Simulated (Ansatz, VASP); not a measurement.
Two plane-wave programs on Au

```
Au
1.0
     0.00000    2.08224    2.08224
     2.08224    0.00000    2.08224
     2.08224    2.08224    0.00000
Au
1
Direct
  0.00000 0.00000 0.00000
```

Alike in both runs: task relaxation of cell and atoms; functional PBE; k mesh 18 × 18 × 18; occupations gaussian, width 0.1 eV; no spin polarisation.

|  | VASP | Ansatz |
| --- | --- | --- |
| version | VASP 6.6.1 | Ansatz 0.2.0 |
| potentials or method | VASP PAW PBE potentials, release 64 (Au), cutoff 600 eV | scalar-relativistic, plane waves, PAW |
| valence electrons in the cell | 11 | 19 |

|  | VASP | Ansatz | Ansatz less VASP |
| --- | --- | --- | --- |
| gap on the k mesh at the Fermi level, each at its own relaxed structure (eV) | none | none | - |
| relaxed volume (Å³/atom) | 17.95 | 17.97 | +0.022 |
| relaxed length of the cell vector where the two differ most in proportion (Å) | 2.939 | 2.940 | +0.0012 |

A gap of «none» marks a metal or a gap that the smearing closes. VASP's potentials hold 11 valence electrons a cell and Ansatz's 19, so a difference there can come from the potentials and not from the codes.

Neither program's run includes spin-orbit coupling.
